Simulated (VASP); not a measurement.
# SnO2 (P1) in VASP: single point with r2SCAN

Aim: the single point of SnO2 with r2SCAN.

Program: VASP 6.6.1. These are calculated values, not measurements. Logs are shortened: lines on timing, memory, paths and dates and some standing lists are left out, and cuts for length are marked.

## (1) The cell of the first run

The typed cell holds 6 atoms: a = 4.760 Å, b = 4.760 Å, c = 3.201 Å, α = 90.00°, β = 90.00°, γ = 90.00°.

## (2) Single point, r2SCAN (atom 1 (Sn) moved by (-0.100, -0.200) A along x and z)

Contents of POSCAR:

```
SnO2
1.0
    4.7602164758      0.0000000000      0.0000000000
    0.0000000000      4.7602164758      0.0000000000
    0.0000000000      0.0000000000      3.2005650987
Sn O
2 4
Direct
   -0.0210074480      0.0000000000     -0.0624889649
    0.5000000000      0.5000000000      0.5000000000
    0.3058934984      0.3058934984      0.0000000000
    0.1941065016      0.8058934984      0.5000000000
    0.6941065016      0.6941065016      0.0000000000
    0.8058934984      0.1941065016      0.5000000000
```

Contents of INCAR.step1:

```
ALGO = Normal
EDIFF = 1E-4
ENCUT = 520
GGA = PE
ISMEAR = 0
LASPH = True
LCHARG = False
LREAL = False
LWAVE = True
NBANDS = 35
NELM = 100
PREC = Accurate
SIGMA = 0.05
```

Contents of INCAR.step2:

```
ALGO = Normal
EDIFF = 1E-7
ENCUT = 520
ISIF = 2
ISMEAR = 0
ISTART = 1
LASPH = True
LCHARG = False
LMIXTAU = True
LREAL = False
LWAVE = False
METAGGA = R2SCAN
NBANDS = 35
NELM = 100
PREC = Accurate
SIGMA = 0.05
```

Contents of KPOINTS:

```
k-points
0
Gamma
  6 6 8
```

Potentials or basis: VASP PAW PBE potentials, release 64 (Sn_d, O).

Command:

```bash
> cat potpaw_PBE.64/Sn_d/POTCAR potpaw_PBE.64/O/POTCAR > POTCAR
> cp INCAR.step1 INCAR
> mpirun -np 1 vasp_std > vasp.out
> cp INCAR.step2 INCAR
> mpirun -np 1 vasp_std > vasp.out
```

OUTCAR:

```text
EDIFF = 1E-7
   ENCUT = 520
   ISIF = 2
   ISMEAR = 0
   ISTART = 1
   LASPH = True
   LREAL = False
   METAGGA = R2SCAN
   NELM = 100
   PREC = Accurate

 ion  position               nearest neighbor table
   1  0.979  0.000  0.938-   6 1.87   4 1.97   5 2.00   3 2.14   6 2.18   4 2.27   2 3.58   2 3.58
                             2 3.71   2 3.71   2 3.76   2 3.76
   2  0.500  0.500  0.500-   4 2.06   6 2.06   5 2.07   3 2.07   3 2.07   5 2.07   1 3.58   1 3.58
                             1 3.71   1 3.71   1 3.76   1 3.76
   3  0.306  0.306  0.000-   2 2.07   2 2.07   1 2.14
   4  0.194  0.806  0.500-   1 1.97   2 2.06   1 2.27
   5  0.694  0.694  0.000-   1 2.00   2 2.07   2 2.07
   6  0.806  0.194  0.500-   1 1.87   2 2.06   1 2.18

  LATTYP: Found a simple tetragonal cell.
 ALAT       =     4.7602164758
 C/A-ratio  =     0.6723570483

  Lattice vectors:

 A1 = (   4.7602164758,   0.0000000000,   0.0000000000)
 A2 = (   0.0000000000,   4.7602164758,   0.0000000000)
 A3 = (   0.0000000000,   0.0000000000,   3.2005650987)

Analysis of symmetry for initial positions (statically):
=====================================================================
 Subroutine PRICEL returns:
 Original cell was already a primitive cell.

 Routine SETGRP: Setting up the symmetry group for a
 simple tetragonal supercell.

 Subroutine GETGRP returns: Found  1 space group operations
 (whereof  1 operations were pure point group operations)
 out of a pool of 16 trial point group operations.

The static configuration has the point symmetry C_1 .

Analysis of symmetry for dynamics (positions and initial velocities):
=====================================================================
 Subroutine PRICEL returns:
 Original cell was already a primitive cell.

 Routine SETGRP: Setting up the symmetry group for a
 simple tetragonal supercell.

 Subroutine GETGRP returns: Found  1 space group operations
 (whereof  1 operations were pure point group operations)
 out of a pool of 16 trial point group operations.

The dynamic configuration has the point symmetry C_1 .

 Subroutine INISYM returns: Found  1 space group operations
 (whereof  1 operations are pure point group operations),
 and found     1 'primitive' translations

----------------------------------------------------------------------------------------

                                     Primitive cell

  volume of cell :      72.5237

  direct lattice vectors                    reciprocal lattice vectors
     4.760216476  0.000000000  0.000000000     0.210074480  0.000000000  0.000000000
     0.000000000  4.760216476  0.000000000     0.000000000  0.210074480  0.000000000
     0.000000000  0.000000000  3.200565099     0.000000000  0.000000000  0.312444824

  length of vectors
     4.760216476  4.760216476  3.200565099     0.210074480  0.210074480  0.312444824

  position of ions in fractional coordinates (direct lattice)
     0.978992552  0.000000000  0.937511035
     0.500000000  0.500000000  0.500000000
     0.305893498  0.305893498  0.000000000
     0.194106502  0.805893498  0.500000000
     0.694106502  0.694106502  0.000000000
     0.805893498  0.194106502  0.500000000

  ion indices of the primitive-cell ions
   primitive index   ion index
                 1           1
                 2           2
                 3           3
                 4           4
                 5           5
                 6           6

----------------------------------------------------------------------------------------

 KPOINTS: k-points

Automatic generation of k-mesh.
 Grid dimensions read from file:
 generate k-points for:    6    6    8

 Generating k-lattice:

  Cartesian coordinates                     Fractional coordinates (reciprocal lattice)
     0.035012413  0.000000000  0.000000000     0.166666667  0.000000000  0.000000000
     0.000000000  0.035012413  0.000000000     0.000000000  0.166666667  0.000000000
     0.000000000  0.000000000  0.039055603     0.000000000  0.000000000  0.125000000

  Length of vectors
     0.035012413  0.035012413  0.039055603

  Shift w.r.t. Gamma in fractional coordinates (k-lattice)
     0.000000000  0.000000000  0.000000000

 Subroutine IBZKPT returns following result:
 ===========================================

 Found    148 irreducible k-points:

 Following reciprocal coordinates:
            Coordinates               Weight
  0.000000  0.000000  0.000000      1.000000
  0.166667  0.000000  0.000000      2.000000
  0.000000  0.166667  0.000000      2.000000
  0.333333  0.000000  0.000000      2.000000
  0.000000  0.333333  0.000000      2.000000
  0.500000  0.000000  0.000000      1.000000
[... 16 lines left out ...]
  0.000000  0.166667  0.125000      2.000000
 -0.166667  0.000000  0.125000      2.000000
 [... further k-points ...]
   k-points           NKPTS =    148   k-points in BZ     NKDIM =    148   number of bands    NBANDS=     35
   number of dos      NEDOS =    301   number of ions     NIONS =      6
   total plane-waves  NPLWV =  31104
   dimension x,y,z NGX =    36 NGY =   36 NGZ =   24
   dimension x,y,z NGXF=    72 NGYF=   72 NGZF=   48
   ions per type =               2   4
   NGX,Y,Z   is equivalent  to a cutoff of  12.57, 12.57, 12.47 a.u.
   NGXF,Y,Z  is equivalent  to a cutoff of  25.15, 25.15, 24.93 a.u.
 SYSTEM =  unknown system
   PREC   = accura    normal or accurate (medium, high low for compatibility)
   ISTART =      1    job   : 0-new  1-cont  2-samecut
   ICHARG =      0    charge: 1-file 2-atom 10-const
   ISPIN  =      1    spin polarized calculation?
   LNONCOLLINEAR =      F non collinear calculations
   LSORBIT =      F    spin-orbit coupling
   LASPH  =      T    aspherical Exc in radial PAW
   ENCUT  =  520.0 eV  38.22 Ry    6.18 a.u.   8.85  8.85  5.95*2*pi/ulx,y,z
   NELM   =    100;   NELMIN=  2; NELMDL=  0     # of ELM steps
   EDIFF  = 0.1E-06   stopping-criterion for ELM
   LREAL  =      F    real-space projection
   EDIFFG = 0.1E-05   stopping-criterion for IOM
   NSW    =      0    number of steps for IOM
   IBRION =     -1    ionic relax: 0-MD 1-quasi-New 2-CG
   NFREE  =      0    steps in history (QN), initial steepest desc. (CG)
   ISIF   =      2    stress and relaxation
   ISYM   =      2    0-nonsym 1-usesym 2-fastsym
   POTIM  = 0.5000    time-step for ionic-motion
   TEBEG  =    0.0;   TEEND  =   0.0 temperature during run
   PSTRESS=    0.0 pullay stress
   NELECT =      52.0000    total number of electrons
   NUPDOWN=      -1.0000    fix difference up-down
   EMIN   =  10.00;   EMAX   =-10.00  energy-range for DOS
   EFERMI =   0.00;   METHOD = LEGACY
   ISMEAR =     0;   SIGMA  =   0.05  broadening in eV -4-tet -1-fermi 0-gaus
   EFERMI_NEDOS =   21; number of points for ismear=-14 and -15
   IALGO  =     38    algorithm
   IMIX   =      4    mixing-type and parameters
     AMIX     =   0.40;   BMIX     =  1.00
     AMIX_MAG =   1.60;   BMIX_MAG =  1.00
  volume/ion in A,a.u.               =      12.09        81.57
  Fermi-wavevector in a.u.,A,eV,Ry     =   1.465264  2.768948 29.211695  2.146999
  Thomas-Fermi vector in A             =   2.581142
   LORBIT       =      0    0 simple, 1 ext, 2 COOP (PROOUT), +10 PAW based schemes
   METAGGA = R2SCAN    functional components
   LHFCALC =     F    Hartree Fock is set to
   AEXX    =    0.0000 exact exchange contribution
   IVDW    =     0    specifies the selected vdW correction
   LEPSILON=     F    determine dielectric tensor
   LRPA    =     F    only Hartree local field effects (RPA)
 non-spin polarized calculation
 Gauss-broadening in eV      SIGMA  =   0.05
  energy-cutoff  :      520.00
  volume of cell :       72.52
 maximum number of plane-waves:      1992
   NGX = 17   NGY = 17   NGZ = 11

 number of electron      51.9999993 magnetization

 Free energy of the ion-electron system (eV)
  ---------------------------------------------------
  ext. energy  EPLUGINS =         0.00000000
  ---------------------------------------------------
  free energy    TOTEN  =       -84.06393967 eV

  energy without entropy =      -84.06393967  energy(sigma->0) =      -84.06393967

 E-fermi :   5.8468     XC(G=0): -11.9597

 val. band max:        5.6209080901   @ k =   0.0000   0.0000   0.0000
 cond. band min:       7.3016304825   @ k =   0.0000   0.0000   0.0000
 fundamental gap:      1.6807223924
 Fermi energy:         5.8468103966

 k-point     1 :       0.0000    0.0000    0.0000
  band No.  band energies     occupation
      1     -16.2827      2.00000
      2     -15.4475      2.00000
      3     -15.2001      2.00000
      4     -14.9783      2.00000
      5     -14.9618      2.00000
      6     -14.9012      2.00000
[... 27 lines left out ...]
     34      18.6846      0.00000
     35      18.9527      0.00000

 k-point     2 :       0.1667    0.0000    0.0000
  band No.  band energies     occupation
      1     -16.2451      2.00000
      2     -15.4778      2.00000
      3     -15.2453      2.00000
      4     -14.9771      2.00000
      5     -14.9571      2.00000
      6     -14.9143      2.00000
[... 27 lines left out ...]
     34      18.5947      0.00000
     35      18.9808      0.00000

 k-point     3 :       0.0000    0.1667    0.0000
  band No.  band energies     occupation
      1     -16.2410      2.00000
      2     -15.5110      2.00000
      3     -15.2169      2.00000
      4     -14.9772      2.00000
      5     -14.9572      2.00000
      6     -14.9140      2.00000
[... 27 lines left out ...]
     34      18.6659      0.00000
     35      18.9135      0.00000
[... 723 lines left out ...]
 k-point    23 :       0.0000    0.1667    0.1250
  band No.  band energies     occupation
      1     -16.1951      2.00000
      2     -15.5407      2.00000
      3     -15.2470      2.00000
      4     -15.1464      2.00000
      5     -14.9316      2.00000
      6     -14.8833      2.00000
[... 27 lines left out ...]
     34      18.6449      0.00000
     35      18.7179      0.00000

 k-point    24 :      -0.1667    0.0000    0.1250
  band No.  band energies     occupation
      1     -16.1965      2.00000
      2     -15.5114      2.00000
      3     -15.2933      2.00000
      4     -15.1349      2.00000
      5     -14.9319      2.00000
      6     -14.8878      2.00000
[... 27 lines left out ...]
     34      18.5503      0.00000
     35      18.7924      0.00000

 [... further k-points ...]

------------------------ aborting loop because EDIFF is reached ----------------------------------------

  FORCE on cell =-STRESS in cart. coord.  units (eV):
  Direction    XX          YY          ZZ          XY          YZ          ZX
  --------------------------------------------------------------------------------------
  -------------------------------------------------------------------------------------
  Total        1.5546675      2.1662926      3.2563947     -1.1764839     -1.5554735      0.8564436
  in kB       34.3453567     47.8572387     71.9395228    -25.9906126    -34.3631621     18.9203541
  external PRESSURE =      51.3807061 kB  Pullay stress =       0.0000000 kB

 VOLUME and BASIS-vectors are now :
 -----------------------------------------------------------------------------
  energy-cutoff  :      520.00
  volume of cell :       72.52
      direct lattice vectors                 reciprocal lattice vectors
     4.760216476  0.000000000  0.000000000     0.210074480  0.000000000  0.000000000
     0.000000000  4.760216476  0.000000000     0.000000000  0.210074480  0.000000000
     0.000000000  0.000000000  3.200565099     0.000000000  0.000000000  0.312444824

 POSITION                                       TOTAL-FORCE (eV/Angst)
 -----------------------------------------------------------------------------------
      4.66022      0.00000      3.00057         2.718866     -0.526612      4.567418
      2.38011      2.38011      1.60028        -0.961530     -0.009563     -0.057027
      1.45612      1.45612      0.00000        -0.247697     -0.326999     -0.126116
      0.92399      3.83623      1.60028         0.119566     -0.191493     -1.445387
      3.30410      3.30410      0.00000        -0.264312     -0.358503     -0.021372
      3.83623      0.92399      1.60028        -1.364893      1.413170     -2.917516
 -----------------------------------------------------------------------------------
    total drift:                                0.001168      0.000720     -0.000988

  FREE ENERGIE OF THE ION-ELECTRON SYSTEM (eV)
  ---------------------------------------------------
  free  energy   TOTEN  =       -84.0639396676 eV

  energy  without entropy=      -84.0639396676  energy(sigma->0) =      -84.06393967
```

Wall time 6.8 min (1 thread of Intel Xeon 6975P-C (Granite Rapids), shared host); peak memory 0.39 GiB.

Results:

| Item | Value |
| --- | --- |
| Free energy | -84.0639 eV |
| Pressure | 5.1 GPa |
| Largest force | 5.341 eV/Å |
| Band gap on the k mesh | 1.68 eV |

Forces in eV/Å, atoms in the order of the input:
```
Sn   2.719 -0.527  4.567
Sn  -0.962 -0.010 -0.057
O   -0.248 -0.327 -0.126
O    0.120 -0.191 -1.445
O   -0.264 -0.359 -0.021
O   -1.365  1.413 -2.918
```

Stress tensor (GPa, compression positive):
```
 3.43 -2.60  1.89
-2.60  4.79 -3.44
 1.89 -3.44  7.19
```

Levels at points of the mesh, in eV from the valence-band top:
| k point | band 23 | band 24 | band 25 | band 26 | band 27 | band 28 | band 29 | band 30 |
| --- | --- | --- | --- | --- | --- | --- | --- | --- |
| (0.00, 0.00, 0.00) | -1.16 | -0.91 | -0.82 | 0.00 | 1.68 | 6.44 | 6.96 | 7.27 |
| (0.50, 0.00, 0.00) | -1.40 | -1.06 | -0.98 | -0.38 | 4.78 | 4.93 | 7.62 | 7.97 |
| (0.00, 0.50, 0.00) | -1.23 | -1.13 | -0.72 | -0.64 | 4.78 | 4.91 | 7.65 | 7.95 |
| (0.50, 0.50, 0.00) | -1.33 | -1.27 | -0.97 | -0.93 | 5.14 | 5.36 | 8.10 | 8.33 |
| (0.00, 0.00, 0.50) | -1.98 | -1.84 | -1.20 | -1.19 | 6.64 | 6.81 | 10.25 | 10.48 |
| (0.50, 0.00, 0.50) | -1.15 | -1.10 | -0.75 | -0.73 | 6.93 | 7.04 | 8.77 | 8.85 |
| (0.00, 0.50, 0.50) | -1.27 | -1.22 | -0.70 | -0.61 | 6.92 | 7.04 | 8.78 | 8.84 |
| (0.50, 0.50, 0.50) | -1.35 | -1.14 | -0.73 | -0.70 | 5.38 | 5.48 | 9.52 | 9.62 |

Caveat: the cell differs from its parent crystal (atom 1 (Sn) moved by (-0.100, -0.200) A along x and z); the cell stands under pressure; the PAW data sets were made with another functional, which shifts forces and pressure a little; spin-orbit coupling is left out, which moves the levels of the heavy elements.
